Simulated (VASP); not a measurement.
# MgO (P1) in VASP: further runs

Runs on MgO. Level: PBEsol. Tasks: single point.

Everything below comes from runs of VASP 6.6.1. Logs are shortened: lines on timing, memory, paths and dates and some standing lists are left out, and cuts for length are marked.

### Step 1. The cell of the first run

The typed cell holds 8 atoms: a = 4.314 Å, b = 4.208 Å, c = 4.246 Å, α = 91.20°, β = 90.12°, γ = 89.66°.

### Step 2. Single point, PBEsol (atoms moved at random and the cell strained at random)

Input file INCAR:

```
SYSTEM = MgO
PREC = Accurate
ENCUT = 520
EDIFF = 1E-7
ISMEAR = 0
SIGMA = 0.05
LREAL = .FALSE.
LASPH = .TRUE.
NELM = 80
ALGO = Normal
ISIF = 2
LWAVE = .FALSE.
LCHARG = .FALSE.
GGA = PS
NBANDS = 26
```

Input file KPOINTS:

```
Automatic mesh
0
G
  6 6 6
  0 0 0
```

Input file POSCAR:

```
MgO
1.0
    4.3140730792     -0.0126677647      0.0045572384
    0.0126677647     -4.2080481629      0.0442534057
   -0.0045572384      0.0442534057     -4.2460756352
Mg O
4 4
Direct
    0.0260894617      0.4621153260      0.4354056696
    0.4751496749     -0.0092420684      0.5284824106
    0.5493844794      0.4911667814     -0.0251330288
   -0.0582801787     -0.0650849700      0.0630047470
    0.5783517944     -0.0041236402      0.0906410863
   -0.0220410171      0.5210213861     -0.0931845761
   -0.0277140789     -0.0008549275      0.4986306292
    0.4790598643      0.6050021124      0.5021530623
```

Potentials or basis: VASP PAW PBE potentials, release 64 (Mg, O).

Started as:

```bash
$ cat potpaw_PBE.64/Mg/POTCAR potpaw_PBE.64/O/POTCAR > POTCAR
$ mpirun -np 1 vasp_std > vasp.out
```

OUTCAR:

```text
SYSTEM = MgO
   PREC = Accurate
   ENCUT = 520
   EDIFF = 1E-7
   ISMEAR = 0
   LREAL = .FALSE.
   LASPH = .TRUE.
   NELM = 80
   ISIF = 2
   GGA = PS

 ion  position               nearest neighbor table
   1  0.026  0.462  0.435-   7 1.99   6 2.02   8 2.07   6 2.27   7 2.28   8 2.45   4 2.59   4 2.72
                             2 2.80   3 2.84   2 2.98   3 2.99   3 3.08   2 3.14   3 3.21   2 3.26
   2  0.475  0.991  0.528-   8 1.62   5 1.91   7 2.15   7 2.17   5 2.43   8 2.59   1 2.80   3 2.82
                             4 2.83   3 2.88   1 2.98   4 3.04   4 3.04   1 3.14   3 3.14   3 3.21
   3  0.549  0.491  0.975-   6 1.88   8 2.09   5 2.15   5 2.17   8 2.30   6 2.48   4 2.55   2 2.82
                             1 2.84   2 2.88   4 2.91   1 2.99   1 3.08   2 3.14   2 3.21   1 3.21
   4  0.942  0.935  0.063-   5 1.59   6 1.86   7 1.87   7 2.42   3 2.55   6 2.57   1 2.59   1 2.72
                             5 2.76   2 2.83   3 2.91   2 3.04   2 3.04   3 3.23   2 3.25   1 3.31
   5  0.578  0.996  0.091-   4 1.59   2 1.91   3 2.15   3 2.17   2 2.43   4 2.76
   6  0.978  0.521  0.907-   4 1.86   3 1.88   1 2.02   1 2.27   3 2.48   4 2.57
   7  0.972  0.999  0.499-   4 1.87   1 1.99   2 2.15   2 2.17   1 2.28   4 2.42
   8  0.479  0.605  0.502-   2 1.62   1 2.07   3 2.09   3 2.30   1 2.45   2 2.59

  LATTYP: Found a triclinic cell.
 ALAT       =     4.2082999153
 B/A-ratio  =     1.0090318581
 C/A-ratio  =     1.0251394082
 COS(alpha) =     0.0021601225
 COS(beta)  =     0.0059574712
 COS(gamma) =     0.0209393920

  Lattice vectors:

 A1 = (  -0.0126677647,   4.2080481629,  -0.0442534057)
 A2 = (  -0.0045572384,   0.0442534057,  -4.2460756352)
 A3 = (  -4.3140730792,   0.0126677647,  -0.0045572384)

Analysis of symmetry for initial positions (statically):
=====================================================================
 Subroutine PRICEL returns:
 Original cell was already a primitive cell.

 Routine SETGRP: Setting up the symmetry group for a
 triclinic supercell.

 Subroutine GETGRP returns: Found  1 space group operations
 (whereof  1 operations were pure point group operations)
 out of a pool of  2 trial point group operations.

The static configuration has the point symmetry C_1 .

Analysis of symmetry for dynamics (positions and initial velocities):
=====================================================================
 Subroutine PRICEL returns:
 Original cell was already a primitive cell.

 Routine SETGRP: Setting up the symmetry group for a
 triclinic supercell.

 Subroutine GETGRP returns: Found  1 space group operations
 (whereof  1 operations were pure point group operations)
 out of a pool of  2 trial point group operations.

The dynamic configuration has the point symmetry C_1 .

 Subroutine INISYM returns: Found  1 space group operations
 (whereof  1 operations are pure point group operations),
 and found     1 'primitive' translations

----------------------------------------------------------------------------------------

                                     Primitive cell

  volume of cell :      77.0733

  direct lattice vectors                    reciprocal lattice vectors
     4.314073079 -0.012667765  0.004557238     0.231801801  0.000695268 -0.000241543
     0.012667765 -4.208048163  0.044253406    -0.000695268 -0.237668000 -0.002476275
    -0.004557238  0.044253406 -4.246075635     0.000241543 -0.002476275 -0.235537652

  length of vectors
     4.314094085  4.208299915  4.246308683     0.231802969  0.237681917  0.235550792

  position of ions in fractional coordinates (direct lattice)
     0.026089462  0.462115326  0.435405670
     0.475149675  0.990757932  0.528482411
     0.549384479  0.491166781  0.974866971
     0.941719821  0.934915030  0.063004747
     0.578351794  0.995876360  0.090641086
     0.977958983  0.521021386  0.906815424
     0.972285921  0.999145072  0.498630629
     0.479059864  0.605002112  0.502153062

  ion indices of the primitive-cell ions
   primitive index   ion index
                 1           1
                 2           2
                 3           3
                 4           4
                 5           5
                 6           6
                 7           7
                 8           8

----------------------------------------------------------------------------------------

 KPOINTS: Automatic mesh

Automatic generation of k-mesh.
 Grid dimensions read from file:
 generate k-points for:    6    6    6

 Generating k-lattice:

  Cartesian coordinates                     Fractional coordinates (reciprocal lattice)
     0.038633633  0.000115878 -0.000040257     0.166666667 -0.000000000  0.000000000
    -0.000115878 -0.039611333 -0.000412712    -0.000000000  0.166666667  0.000000000
     0.000040257 -0.000412712 -0.039256275     0.000000000  0.000000000  0.166666667

  Length of vectors
     0.038633828  0.039613653  0.039258465

  Shift w.r.t. Gamma in fractional coordinates (k-lattice)
     0.000000000  0.000000000  0.000000000

 Subroutine IBZKPT returns following result:
 ===========================================

 Found    112 irreducible k-points:

 Following reciprocal coordinates:
            Coordinates               Weight
  0.000000  0.000000  0.000000      1.000000
  0.166667  0.000000  0.000000      2.000000
  0.333333 -0.000000  0.000000      2.000000
  0.500000 -0.000000  0.000000      1.000000
 -0.000000  0.166667  0.000000      2.000000
  0.166667  0.166667 -0.000000      2.000000
[... 16 lines left out ...]
  0.333333 -0.000000  0.166667      2.000000
  0.500000 -0.000000  0.166667      2.000000
 [... further k-points ...]
   k-points           NKPTS =    112   k-points in BZ     NKDIM =    112   number of bands    NBANDS=     26
   number of dos      NEDOS =    301   number of ions     NIONS =      8
   total plane-waves  NPLWV =  32768
   dimension x,y,z NGX =    32 NGY =   32 NGZ =   32
   dimension x,y,z NGXF=    64 NGYF=   64 NGZF=   64
   ions per type =               4   4
   NGX,Y,Z   is equivalent  to a cutoff of  12.33, 12.64, 12.53 a.u.
   NGXF,Y,Z  is equivalent  to a cutoff of  24.66, 25.28, 25.06 a.u.
 SYSTEM =  MgO
   PREC   = accura    normal or accurate (medium, high low for compatibility)
   ISTART =      0    job   : 0-new  1-cont  2-samecut
   ICHARG =      2    charge: 1-file 2-atom 10-const
   ISPIN  =      1    spin polarized calculation?
   LNONCOLLINEAR =      F non collinear calculations
   LSORBIT =      F    spin-orbit coupling
   LASPH  =      T    aspherical Exc in radial PAW
   ENCUT  =  520.0 eV  38.22 Ry    6.18 a.u.   8.02  7.82  7.90*2*pi/ulx,y,z
   NELM   =     80;   NELMIN=  2; NELMDL= -5     # of ELM steps
   EDIFF  = 0.1E-06   stopping-criterion for ELM
   LREAL  =      F    real-space projection
   EDIFFG = 0.1E-05   stopping-criterion for IOM
   NSW    =      0    number of steps for IOM
   IBRION =     -1    ionic relax: 0-MD 1-quasi-New 2-CG
   NFREE  =      0    steps in history (QN), initial steepest desc. (CG)
   ISIF   =      2    stress and relaxation
   ISYM   =      2    0-nonsym 1-usesym 2-fastsym
   POTIM  = 0.5000    time-step for ionic-motion
   TEBEG  =    0.0;   TEEND  =   0.0 temperature during run
   PSTRESS=    0.0 pullay stress
   NELECT =      32.0000    total number of electrons
   NUPDOWN=      -1.0000    fix difference up-down
   EMIN   =  10.00;   EMAX   =-10.00  energy-range for DOS
   EFERMI =   0.00;   METHOD = LEGACY
   ISMEAR =     0;   SIGMA  =   0.05  broadening in eV -4-tet -1-fermi 0-gaus
   EFERMI_NEDOS =   21; number of points for ismear=-14 and -15
   IALGO  =     38    algorithm
   IMIX   =      4    mixing-type and parameters
     AMIX     =   0.40;   BMIX     =  1.00
     AMIX_MAG =   1.60;   BMIX_MAG =  1.00
  volume/ion in A,a.u.               =       9.63        65.01
  Fermi-wavevector in a.u.,A,eV,Ry     =   1.221303  2.307928 20.294197  1.491581
  Thomas-Fermi vector in A             =   2.356490
   LORBIT       =      0    0 simple, 1 ext, 2 COOP (PROOUT), +10 PAW based schemes
   GGA     = PS    functional components
   LHFCALC =     F    Hartree Fock is set to
   AEXX    =    0.0000 exact exchange contribution
   IVDW    =     0    specifies the selected vdW correction
   LEPSILON=     F    determine dielectric tensor
   LRPA    =     F    only Hartree local field effects (RPA)
 non-spin polarized calculation
 Gauss-broadening in eV      SIGMA  =   0.05
  energy-cutoff  :      520.00
  volume of cell :       77.07
 maximum number of plane-waves:      2102
   NGX = 17   NGY = 15   NGZ = 15

 number of electron      31.9999994 magnetization

 Free energy of the ion-electron system (eV)
  ---------------------------------------------------
  ext. energy  EPLUGINS =         0.00000000
  ---------------------------------------------------
  free energy    TOTEN  =       -43.72168417 eV

  energy without entropy =      -43.72168417  energy(sigma->0) =      -43.72168417

 E-fermi :   3.3614     XC(G=0): -11.0697

 val. band max:        3.0725919141   @ k =   0.0000   0.0000   0.0000
 cond. band min:       6.4241623029   @ k =   0.0000   0.0000   0.0000
 fundamental gap:      3.3515703888
 Fermi energy:         3.3614439867

 k-point     1 :       0.0000    0.0000    0.0000
  band No.  band energies     occupation
      1     -14.3581      2.00000
      2     -12.8577      2.00000
      3     -12.6151      2.00000
      4     -12.4938      2.00000
      5      -1.1652      2.00000
      6      -0.9863      2.00000
[... 18 lines left out ...]
     25      15.5205      0.00000
     26      16.3516      0.00000

 k-point     2 :       0.1667    0.0000    0.0000
  band No.  band energies     occupation
      1     -14.2750      2.00000
      2     -12.9278      2.00000
      3     -12.6368      2.00000
      4     -12.4808      2.00000
      5      -1.1273      2.00000
      6      -0.8541      2.00000
[... 18 lines left out ...]
     25      15.5732      0.00000
[... 608 lines left out ...]
     25      15.8349      0.00000
     26      17.1228      0.00000

 k-point    24 :       0.5000   -0.0000    0.1667
  band No.  band energies     occupation
      1     -13.8199      2.00000
      2     -13.2902      2.00000
      3     -12.6992      2.00000
      4     -12.4780      2.00000
      5      -0.7804      2.00000
      6      -0.5263      2.00000
[... 18 lines left out ...]
     25      16.2556      0.00000
     26      16.8692      0.00000

 [... further k-points ...]

------------------------ aborting loop because EDIFF is reached ----------------------------------------

  FORCE on cell =-STRESS in cart. coord.  units (eV):
  Direction    XX          YY          ZZ          XY          YZ          ZX
  --------------------------------------------------------------------------------------
  -------------------------------------------------------------------------------------
  Total       16.9205516     17.4951857      3.3313728      1.4939863      0.6414985     -0.5904896
  in kB      351.7394489    363.6847742     69.2515974     31.0565473     13.3352817    -12.2749246
  external PRESSURE =     261.5586068 kB  Pullay stress =       0.0000000 kB

 VOLUME and BASIS-vectors are now :
 -----------------------------------------------------------------------------
  energy-cutoff  :      520.00
  volume of cell :       77.07
      direct lattice vectors                 reciprocal lattice vectors
     4.314073079 -0.012667765  0.004557238     0.231801801  0.000695268 -0.000241543
     0.012667765 -4.208048163  0.044253406    -0.000695268 -0.237668000 -0.002476275
    -0.004557238  0.044253406 -4.246075635     0.000241543 -0.002476275 -0.235537652

 POSITION                                       TOTAL-FORCE (eV/Angst)
 -----------------------------------------------------------------------------------
      0.11642     -1.92567     -1.82820        -0.434809     -1.179023     -1.755480
      2.05997     -4.15179     -2.19797         0.242906     -6.472337     -0.809828
      2.37186     -2.03067     -4.11512        -2.239081     -0.130375     -0.270376
      4.07420     -3.94331     -0.22186         9.091808     -1.035363      3.073643
      2.50725     -4.19401     -0.33816       -10.517302     -2.810450      2.912442
      4.22145     -2.16474     -3.82289         2.024423      1.992598     -2.481888
      4.20490     -4.19470     -2.06858         1.793064     -0.680501     -1.165569
      2.07207     -2.52972     -2.10322         0.038990     10.315451      0.497056
 -----------------------------------------------------------------------------------
    total drift:                               -0.000106      0.000331     -0.001138

  FREE ENERGIE OF THE ION-ELECTRON SYSTEM (eV)
  ---------------------------------------------------
  free  energy   TOTEN  =       -43.7216841725 eV

  energy  without entropy=      -43.7216841725  energy(sigma->0) =      -43.72168417
```

Wall time 99 s (1 thread of Intel Xeon 6975P-C (Granite Rapids), shared host); peak memory 0.29 GiB.

What came out:

```yaml
Free_energy: -43.7217 eV
Pressure: 26.2 GPa
Largest_force: 11.269 eV/Å
Band_gap_on_the_k_mesh: 3.35 eV
```

Forces in eV/Å, atoms in the order of the input:
```
Mg   -0.435  -1.179  -1.755
Mg    0.243  -6.472  -0.810
Mg   -2.239  -0.130  -0.270
Mg    9.092  -1.035   3.074
O   -10.517  -2.810   2.912
O     2.024   1.993  -2.482
O     1.793  -0.681  -1.166
O     0.039  10.315   0.497
```

Stress tensor (GPa, compression positive):
```
35.17  3.11 -1.23
 3.11 36.37  1.33
-1.23  1.33  6.93
```

Caveat: the cell differs from its parent crystal (atoms moved at random and the cell strained at random); the stress differs along the axes, from 7 to 36 GPa; the PAW data sets were made with another functional, which shifts forces and pressure a little.

### Step 3. Single point, PBEsol (atoms moved at random and the cell strained at random)

Input file INCAR:

```
PREC = Accurate
ENCUT = 520
EDIFF = 1E-6
ISMEAR = 0
SIGMA = 0.05
LREAL = F
LASPH = T
NELM = 60
ALGO = Normal
ISIF = 2
LWAVE = F
LCHARG = T
GGA = PS
LELF = T
LVHAR = T
NBANDS = 26
```

Input file KPOINTS:

```
Automatic mesh
0
Gamma
  6 6 6
```

Input file POSCAR:

```
MgO
1.0
    4.2349229058     -0.0410448149     -0.0210037258
    0.0410448149     -4.3603791024     -0.0388561645
    0.0210037258     -0.0388561645     -4.2080837446
Mg O
4 4
Direct
   -0.0028675301      0.5014502209      0.4634539808
    0.5102796100      0.0274410929      0.5243690999
    0.4809206898      0.5649877501      0.0051508134
    0.0195437045     -0.0683863852      0.0030315634
    0.4831737890     -0.0361475139     -0.0530522958
    0.0162404431      0.4811726605      0.0298188172
    0.0339733623      0.0094749748      0.5073733462
    0.4587359314      0.5200071999      0.5198546750
```

Potentials or basis: VASP PAW PBE potentials, release 64 (Mg, O).

Started as:

```bash
$ cat potpaw_PBE.64/Mg/POTCAR potpaw_PBE.64/O/POTCAR > POTCAR
$ mpirun -np 1 vasp_std > vasp.out
```

It took 92 s on 1 thread of Intel Xeon 6975P-C (Granite Rapids), shared host; peak memory 0.29 GiB.

It converged, with:

```
Free energy            : -47.4808 eV
Pressure               : 8.8 GPa
Largest force          : 5.046 eV/Å
Band gap on the k mesh : 3.91 eV
```

Forces in eV/Å, atoms in the order of the input:
```
Mg  -0.285  0.698 -3.056
Mg  -0.040 -0.352  2.350
Mg   0.888  4.966 -0.118
Mg  -0.926 -2.899  0.460
O    1.410 -3.126 -3.590
O   -1.286 -0.320  2.130
O   -1.986  0.544  0.739
O    2.225  0.489  1.086
```

Stress tensor (GPa, compression positive):
```
 2.49  2.87  1.05
 2.87 10.41 -4.96
 1.05 -4.96 13.52
```

Levels at points of the mesh, in eV from the valence-band top:
```
           k point  band 14  band 15  band 16  band 17  band 18  band 19
(0.00, 0.00, 0.00)    -0.34    -0.10     0.00     3.91     8.26     8.47
(0.50, 0.00, 0.00)    -0.96    -0.60    -0.44     6.75     7.58     9.19
(0.00, 0.50, 0.00)    -0.75    -0.65    -0.56     6.65     6.83     9.52
(0.50, 0.50, 0.00)    -0.80    -0.50    -0.39     7.46     7.68     9.30
(0.00, 0.00, 0.50)    -0.81    -0.67    -0.42     6.61     7.22     9.37
(0.50, 0.00, 0.50)    -0.69    -0.52    -0.44     7.18     8.13     8.99
(0.00, 0.50, 0.50)    -0.69    -0.59    -0.53     7.53     7.86     8.50
(0.50, 0.50, 0.50)    -0.57    -0.54    -0.47     6.68     7.08     7.31
```

Caveat: the cell differs from its parent crystal (atoms moved at random and the cell strained at random); the stress differs along the axes, from 2 to 14 GPa; the PAW data sets were made with another functional, which shifts forces and pressure a little.

(Continued in part 2 of 2.)
